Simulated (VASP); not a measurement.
# Si2Ni (Fm-3m) in VASP: a series of runs

Si2Ni is run at these levels: PBE; tasks: single point.

Program: VASP 6.6.1. These are calculated values, not measurements. Logs are shortened: lines on timing, memory, paths and dates and some standing lists are left out, and cuts for length are marked.

## Step 1: The cell of the first run

Symmetry: Fm-3m, No. 225, cubic system. Conventional cell: a = 5.098 Å, b = 5.098 Å, c = 5.098 Å, α = 90.00°, β = 90.00°, γ = 90.00°. Within 2.9 Å of Si (site symmetry -43m) lie 4 Ni at 2.21 Å and 6 Si at 2.55 Å. Within 2.9 Å of Ni (site symmetry m-3m) lie 8 Si at 2.21 Å.

## Step 2: Single point, PBE, collinear spin, ferromagnetic start (11.04 Å³/atom)

INCAR

```
ALGO = Normal
EDIFF = 1E-6
ENCUT = 520
GGA = PE
ISIF = 2
ISMEAR = 0
ISPIN = 2
LASPH = True
LCHARG = False
LMAXMIX = 4
LORBIT = 11
LREAL = False
LWAVE = False
MAGMOM = 0 0 0.875
NBANDS = 20
NELM = 150
NUPDOWN = 0.875
PREC = Accurate
SIGMA = 0.15
```

KPOINTS

```
k-points
0
Gamma
  14 14 14
```

POSCAR

```
Si2Ni
1.0
    0.0000000000      2.5488268344      2.5488268344
    2.5488268344      0.0000000000      2.5488268344
    2.5488268344      2.5488268344      0.0000000000
Si Ni
2 1
Direct
    0.2500000000      0.2500000000      0.2500000000
    0.7500000000      0.7500000000      0.7500000000
    0.0000000000      0.0000000000      0.0000000000
```

Potentials or basis: VASP PAW PBE potentials, release 64 (Si, Ni).

On the command line:

```
$ cat potpaw_PBE.64/Si/POTCAR potpaw_PBE.64/Ni/POTCAR > POTCAR
$ mpirun -np 1 vasp_std > vasp.out
```

OUTCAR:

```text
EDIFF = 1E-6
   ENCUT = 520
   GGA = PE
   ISIF = 2
   ISMEAR = 0
   ISPIN = 2
   LASPH = True
   LORBIT = 11
   LREAL = False
   NELM = 150
   NUPDOWN = 0.875
   PREC = Accurate

 ion  position               nearest neighbor table
   1  0.250  0.250  0.250-   3 2.21   3 2.21   3 2.21   3 2.21   2 2.55   2 2.55   2 2.55   2 2.55
                             2 2.55   2 2.55
   2  0.750  0.750  0.750-   3 2.21   3 2.21   3 2.21   3 2.21   1 2.55   1 2.55   1 2.55   1 2.55
                             1 2.55   1 2.55
   3  0.000  0.000  0.000-   2 2.21   2 2.21   2 2.21   1 2.21   2 2.21   1 2.21   1 2.21   1 2.21

  LATTYP: Found a face centered cubic cell.
 ALAT       =     5.0976536688

  Lattice vectors:

 A1 = (   0.0000000000,   2.5488268344,   2.5488268344)
 A2 = (   2.5488268344,   0.0000000000,   2.5488268344)
 A3 = (   2.5488268344,   2.5488268344,   0.0000000000)

Analysis of symmetry for initial positions (statically):
=====================================================================
 Subroutine PRICEL returns:
 Original cell was already a primitive cell.

 Routine SETGRP: Setting up the symmetry group for a
 face centered cubic supercell.

 Subroutine GETGRP returns: Found 48 space group operations
 (whereof 48 operations were pure point group operations)
 out of a pool of 48 trial point group operations.

The static configuration has the point symmetry O_h .

Analysis of symmetry for dynamics (positions and initial velocities):
=====================================================================
 Subroutine PRICEL returns:
 Original cell was already a primitive cell.

 Routine SETGRP: Setting up the symmetry group for a
 face centered cubic supercell.

 Subroutine GETGRP returns: Found 48 space group operations
 (whereof 48 operations were pure point group operations)
 out of a pool of 48 trial point group operations.

The dynamic configuration has the point symmetry O_h .

Analysis of structural, dynamic, and magnetic symmetry:
=====================================================================
 Subroutine PRICEL returns:
 Original cell was already a primitive cell.

 Routine SETGRP: Setting up the symmetry group for a
 face centered cubic supercell.

 Subroutine GETGRP returns: Found 48 space group operations
 (whereof 48 operations were pure point group operations)
 out of a pool of 48 trial point group operations.

The overall configuration has the point symmetry O_h .

 Subroutine INISYM returns: Found 48 space group operations
 (whereof 48 operations are pure point group operations),
 and found     1 'primitive' translations

----------------------------------------------------------------------------------------

                                     Primitive cell

  volume of cell :      33.1170

  direct lattice vectors                    reciprocal lattice vectors
     0.000000000  2.548826834  2.548826834    -0.196168682  0.196168682  0.196168682
     2.548826834  0.000000000  2.548826834     0.196168682 -0.196168682  0.196168682
     2.548826834  2.548826834  0.000000000     0.196168682  0.196168682 -0.196168682

  length of vectors
     3.604585477  3.604585477  3.604585477     0.339774124  0.339774124  0.339774124

  position of ions in fractional coordinates (direct lattice)
     0.250000000  0.250000000  0.250000000
     0.750000000  0.750000000  0.750000000
     0.000000000  0.000000000  0.000000000

  ion indices of the primitive-cell ions
   primitive index   ion index
                 1           1
                 2           2
                 3           3

----------------------------------------------------------------------------------------

 KPOINTS: k-points

Automatic generation of k-mesh.
 Grid dimensions read from file:
 generate k-points for:   14   14   14

 Generating k-lattice:

  Cartesian coordinates                     Fractional coordinates (reciprocal lattice)
    -0.014012049  0.014012049  0.014012049     0.071428571  0.000000000  0.000000000
     0.014012049 -0.014012049  0.014012049     0.000000000  0.071428571  0.000000000
     0.014012049  0.014012049 -0.014012049     0.000000000  0.000000000  0.071428571

  Length of vectors
     0.024269580  0.024269580  0.024269580

  Shift w.r.t. Gamma in fractional coordinates (k-lattice)
     0.000000000  0.000000000  0.000000000

 Subroutine IBZKPT returns following result:
 ===========================================

 Found    104 irreducible k-points:

 Following reciprocal coordinates:
            Coordinates               Weight
  0.000000  0.000000  0.000000      1.000000
  0.071429  0.000000  0.000000      8.000000
  0.142857  0.000000  0.000000      8.000000
  0.214286  0.000000  0.000000      8.000000
  0.285714  0.000000  0.000000      8.000000
  0.357143  0.000000  0.000000      8.000000
[... 16 lines left out ...]
  0.214286  0.142857  0.000000     24.000000
  0.285714  0.142857  0.000000     24.000000
 [... further k-points ...]
   k-points           NKPTS =    104   k-points in BZ     NKDIM =    104   number of bands    NBANDS=     20
   number of dos      NEDOS =    301   number of ions     NIONS =      3
   total plane-waves  NPLWV =  21952
   dimension x,y,z NGX =    28 NGY =   28 NGZ =   28
   dimension x,y,z NGXF=    56 NGYF=   56 NGZF=   56
   ions per type =               2   1
   NGX,Y,Z   is equivalent  to a cutoff of  12.91, 12.91, 12.91 a.u.
   NGXF,Y,Z  is equivalent  to a cutoff of  25.83, 25.83, 25.83 a.u.
 SYSTEM =  unknown system
   PREC   = accura    normal or accurate (medium, high low for compatibility)
   ISTART =      0    job   : 0-new  1-cont  2-samecut
   ICHARG =      2    charge: 1-file 2-atom 10-const
   ISPIN  =      2    spin polarized calculation?
   LNONCOLLINEAR =      F non collinear calculations
   LSORBIT =      F    spin-orbit coupling
   LASPH  =      T    aspherical Exc in radial PAW
   ENCUT  =  520.0 eV  38.22 Ry    6.18 a.u.   6.70  6.70  6.70*2*pi/ulx,y,z
   NELM   =    150;   NELMIN=  2; NELMDL= -5     # of ELM steps
   EDIFF  = 0.1E-05   stopping-criterion for ELM
   LREAL  =      F    real-space projection
   EDIFFG = 0.1E-04   stopping-criterion for IOM
   NSW    =      0    number of steps for IOM
   IBRION =     -1    ionic relax: 0-MD 1-quasi-New 2-CG
   NFREE  =      0    steps in history (QN), initial steepest desc. (CG)
   ISIF   =      2    stress and relaxation
   ISYM   =      2    0-nonsym 1-usesym 2-fastsym
   POTIM  = 0.5000    time-step for ionic-motion
   TEBEG  =    0.0;   TEEND  =   0.0 temperature during run
   PSTRESS=    0.0 pullay stress
   NELECT =      18.0000    total number of electrons
   NUPDOWN=       0.8750    fix difference up-down
   EMIN   =  10.00;   EMAX   =-10.00  energy-range for DOS
   EFERMI =   0.00;   METHOD = LEGACY
   ISMEAR =     0;   SIGMA  =   0.15  broadening in eV -4-tet -1-fermi 0-gaus
   EFERMI_NEDOS =   21; number of points for ismear=-14 and -15
   IALGO  =     38    algorithm
   IMIX   =      4    mixing-type and parameters
     AMIX     =   0.40;   BMIX     =  1.00
     AMIX_MAG =   1.60;   BMIX_MAG =  1.00
  volume/ion in A,a.u.               =      11.04        74.49
  Fermi-wavevector in a.u.,A,eV,Ry     =   1.336027  2.524726 24.285977  1.784969
  Thomas-Fermi vector in A             =   2.464686
   LORBIT       =     11    0 simple, 1 ext, 2 COOP (PROOUT), +10 PAW based schemes
   GGA     = PE    functional components
   LHFCALC =     F    Hartree Fock is set to
   AEXX    =    0.0000 exact exchange contribution
   IVDW    =     0    specifies the selected vdW correction
   LEPSILON=     F    determine dielectric tensor
   LRPA    =     F    only Hartree local field effects (RPA)
 spin polarized calculation
 Gauss-broadening in eV      SIGMA  =   0.15
  energy-cutoff  :      520.00
  volume of cell :       33.12
 maximum number of plane-waves:       911
   NGX = 13   NGY = 13   NGZ = 13

 number of electron      17.9999994 magnetization       0.8750000

 Free energy of the ion-electron system (eV)
  ---------------------------------------------------
  ext. energy  EPLUGINS =         0.00000000
  ---------------------------------------------------
  free energy    TOTEN  =       -15.97027253 eV

  energy without entropy =      -15.95799709  energy(sigma->0) =      -15.96413481

 E-fermi :  11.6843     XC(G=0): -12.4245

 val. band max:       14.0335689668   @ k =   0.5000   0.2143   0.0714
 cond. band min:      11.7378449527   @ k =   0.3571   0.0714   0.0000
 fundamental gap:     -2.2957240142
 Fermi energy:        14.0754414722

 spin component 1

 k-point     1 :       0.0000    0.0000    0.0000
  band No.  band energies     occupation
      1      -2.5115      1.00000
      2       6.6350      1.00000
      3       6.6350      1.00000
      4       6.6350      1.00000
      5       8.5362      1.00000
      6       8.5362      1.00000
[... 12 lines left out ...]
     19      22.7133      0.00000
     20      29.1533      0.00000

 k-point     2 :       0.0714    0.0000    0.0000
  band No.  band energies     occupation
      1      -2.4250      1.00000
      2       6.5115      1.00000
      3       6.6630      1.00000
      4       6.6630      1.00000
      5       8.5184      1.00000
      6       8.5184      1.00000
[... 12 lines left out ...]
     19      23.1088      0.00000
     20      29.4074      0.00000
[... 465 lines left out ...]
      3       6.7608      1.00000
      4       6.7835      1.00000
      5       8.0485      1.00000
      6       8.6760      1.00000
[... 12 lines left out ...]
     19      25.8374      0.00000
     20      31.3770      0.00000

 k-point    24 :       0.2857    0.1429    0.0000
  band No.  band energies     occupation
      1      -1.2612      1.00000
      2       5.3104      1.00000
      3       6.8511      1.00000
      4       6.8788      1.00000
      5       7.9307      1.00000
      6       8.7173      1.00000
[... 12 lines left out ...]
     19      27.4613      0.00000
     20      29.8894      0.00000

 [... further k-points ...]

 spin component 2

 k-point     1 :       0.0000    0.0000    0.0000
  band No.  band energies     occupation
      1      -2.2401      1.00000
      2       6.9715      1.00000
      3       6.9715      1.00000
      4       6.9715      1.00000
      5       8.8152      1.00000
      6       8.8152      1.00000
[... 12 lines left out ...]
     19      23.0642      0.00000
     20      29.3980      0.00000

 k-point     2 :       0.0714    0.0000    0.0000
  band No.  band energies     occupation
      1      -2.1537      1.00000
      2       6.8444      1.00000
      3       6.9997      1.00000
      4       6.9997      1.00000
      5       8.7974      1.00000
      6       8.7974      1.00000
[... 12 lines left out ...]
     19      23.4565      0.00000
     20      29.6531      0.00000
[... 465 lines left out ...]
      3       7.0919      1.00000
      4       7.1166      1.00000
      5       8.3259      1.00000
      6       8.9573      1.00000
[... 12 lines left out ...]
     19      26.1586      0.00000
     20      31.6450      0.00000

 k-point    24 :       0.2857    0.1429    0.0000
  band No.  band energies     occupation
      1      -0.9893      1.00000
      2       5.6189      1.00000
      3       7.1796      1.00000
      4       7.2103      1.00000
      5       8.2119      1.00000
      6       9.0028      1.00000
[... 12 lines left out ...]
     19      27.7801      0.00000
     20      30.1917      0.00000

 [... further k-points ...]

------------------------ aborting loop because EDIFF is reached ----------------------------------------

  FORCE on cell =-STRESS in cart. coord.  units (eV):
  Direction    XX          YY          ZZ          XY          YZ          ZX
  --------------------------------------------------------------------------------------
  -------------------------------------------------------------------------------------
  Total       10.3497961     10.3497961     10.3497961     -0.0000000     -0.0000000      0.0000000
  in kB      500.7159051    500.7159051    500.7159051     -0.0000000     -0.0000000      0.0000000
  external PRESSURE =     500.7159051 kB  Pullay stress =       0.0000000 kB

 VOLUME and BASIS-vectors are now :
 -----------------------------------------------------------------------------
  energy-cutoff  :      520.00
  volume of cell :       33.12
      direct lattice vectors                 reciprocal lattice vectors
     0.000000000  2.548826834  2.548826834    -0.196168682  0.196168682  0.196168682
     2.548826834  0.000000000  2.548826834     0.196168682 -0.196168682  0.196168682
     2.548826834  2.548826834  0.000000000     0.196168682  0.196168682 -0.196168682

 POSITION                                       TOTAL-FORCE (eV/Angst)
 -----------------------------------------------------------------------------------
      1.27441      1.27441      1.27441         0.000000      0.000000      0.000000
      3.82324      3.82324      3.82324        -0.000000     -0.000000     -0.000000
      0.00000      0.00000      0.00000        -0.000000     -0.000000     -0.000000
 -----------------------------------------------------------------------------------
    total drift:                               -0.000000     -0.000000      0.000000

  FREE ENERGIE OF THE ION-ELECTRON SYSTEM (eV)
  ---------------------------------------------------
  free  energy   TOTEN  =       -15.9702725268 eV

  energy  without entropy=      -15.9579970852  energy(sigma->0) =      -15.96413481

 total charge

# of ion       s       p       d       tot
------------------------------------------
    1        0.749   0.965   0.000   1.714
    2        0.749   0.965   0.000   1.714
    3        0.665   1.038   8.606  10.309
--------------------------------------------------
tot          2.163   2.967   8.606  13.736

 magnetization (x)

# of ion       s       p       d       tot
------------------------------------------
    1        0.052   0.059   0.000   0.111
    2        0.052   0.059   0.000   0.111
    3        0.007   0.081   0.310   0.397
--------------------------------------------------
tot          0.111   0.198   0.310   0.618
```

Run time: 100 s. Hardware: 1 thread of Intel Xeon 6975P-C (Granite Rapids), shared host; peak memory 0.24 GiB.

What came out:

```
Free energy                                           : -15.9703 eV
Pressure                                              : 50.1 GPa
Net moment                                            : 0.88 μB per cell
Site moments                                          : Si +0.11; Ni +0.40 μB
Valence electrons inside the program's atomic spheres : Si 1.71; Ni 10.31
```

Caveat: the cell stands under pressure; the total moment is fixed, so each spin has its own Fermi level.

## Step 3: Single point, PBE, collinear spin (11.04 Å³/atom)

INCAR

```
ALGO = Normal ; EDIFF = 1E-7
ENCUT = 520 ; GGA = PE
ISIF = 2 ; ISMEAR = 0
ISPIN = 2 ; LASPH = True
LCHARG = False ; LMAXMIX = 4
LORBIT = 11 ; LREAL = False
LWAVE = False ; MAGMOM = 0 0 0.125
NBANDS = 20 ; NELM = 150
NUPDOWN = 0.125 ; PREC = Accurate
SIGMA = 0.15
```

KPOINTS is that of step 2.

POSCAR is that of step 2.

Potentials or basis: VASP PAW PBE potentials, release 64 (Si, Ni).

On the command line:

```
$ cat potpaw_PBE.64/Si/POTCAR potpaw_PBE.64/Ni/POTCAR > POTCAR
$ mpirun -np 1 vasp_std > vasp.out
```

It took 84 s on 1 thread of Intel Xeon 6975P-C (Granite Rapids), shared host; peak memory 0.24 GiB.

The run converged. Its results:

```
Free energy                                           : -16.5191 eV
Pressure                                              : 45.1 GPa
Net moment                                            : 0.12 μB per cell
Site moments                                          : Si +0.02; Ni +0.07 μB
Valence electrons inside the program's atomic spheres : Si 1.70; Ni 10.33
```

Caveat: the cell stands under pressure; the total moment is fixed, so each spin has its own Fermi level.

## Step 4: Single point, PBE, collinear spin, ferromagnetic start (11.04 Å³/atom)

INCAR

```
PREC = Accurate
ENCUT = 520
EDIFF = 1E-6
ISMEAR = 0
SIGMA = 0.15
LREAL = False
LASPH = True
NELM = 150
ALGO = Normal
ISIF = 2
LWAVE = False
LCHARG = False
ISPIN = 2
MAGMOM = 0 0 0.625
LORBIT = 11
NUPDOWN = 0.625
LMAXMIX = 4
GGA = PE
NBANDS = 20
```

KPOINTS

```
regular mesh
0
Gamma
  14 14 14
```

POSCAR is that of step 3.

On the command line:

```
$ cat potpaw_PBE.64/Si/POTCAR potpaw_PBE.64/Ni/POTCAR > POTCAR
$ mpirun -np 1 vasp_std > vasp.out
```

Wall time 97 s (1 thread of Intel Xeon 6975P-C (Granite Rapids), shared host); peak memory 0.25 GiB.

The run converged. Its results:

| Item | Value |
| --- | --- |
| Free energy | -16.2381 eV |
| Pressure | 48.1 GPa |
| Net moment | 0.62 μB per cell |
| Site moments | Si +0.08; Ni +0.29 μB |
| Valence electrons inside the program's atomic spheres | Si 1.71; Ni 10.32 |

Caveat: the cell stands under pressure; the total moment is fixed, so each spin has its own Fermi level.

## Step 5: Summary

| spin | fixed moment (μB) | pressure (GPa) | moment (μB) |
| --- | --- | --- | --- |
| collinear, ferromagnetic start | 0.875 | 50.1 | 0.88 |
| collinear | 0.125 | 45.1 | 0.12 |
| collinear, ferromagnetic start | 0.625 | 48.1 | 0.62 |

Alike in all rows: task single point; level PBE; potentials or basis VASP PAW PBE potentials, release 64 (Si, Ni); cell as given; k mesh 14 × 14 × 14; cutoff (eV) 520; smearing gaussian 0.15 eV.

Caveats: the cell stands under pressure; the total moment is fixed, so each spin has its own Fermi level.

Absolute energies hang on the potentials; compare differences alone.
